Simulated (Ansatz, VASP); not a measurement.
# One calculation of Mg3SiO, two programs

```xyz
5
Lattice="4.1836 0.0000 0.0000 0.0000 4.1836 0.0000 0.0000 0.0000 4.1836" Properties=species:S:1:pos:R:3 pbc="T T T"
Si    0.0000    0.0000    0.0000
O     2.0918    2.0918    2.0918
Mg    2.0918    2.0918    0.0000
Mg    2.0918    0.0000    2.0918
Mg    0.0000    2.0918    2.0918
```

Alike in both runs: task single point; functional HSE06; k mesh 4 × 4 × 4; occupations fermi-dirac, width 0.02 eV; no spin polarisation.

```csv
,VASP,Ansatz
version,VASP 6.6.1,Ansatz 0.2.0
potentials or method,"VASP PAW PBE potentials, release 64 (Si, O, Mg)","plane waves, PAW"
plane-wave cutoff (eV),520,420
valence electrons in the cell,16,40
```

```tsv
	VASP	Ansatz	Ansatz less VASP
pressure (GPa)	0.1	0.4	+0.29
```

VASP's potentials hold 16 valence electrons a cell and Ansatz's 40, so a difference there can come from the potentials and not from the codes. Ansatz's warnings: stress exchange threshold loose, stress scf threshold loose.
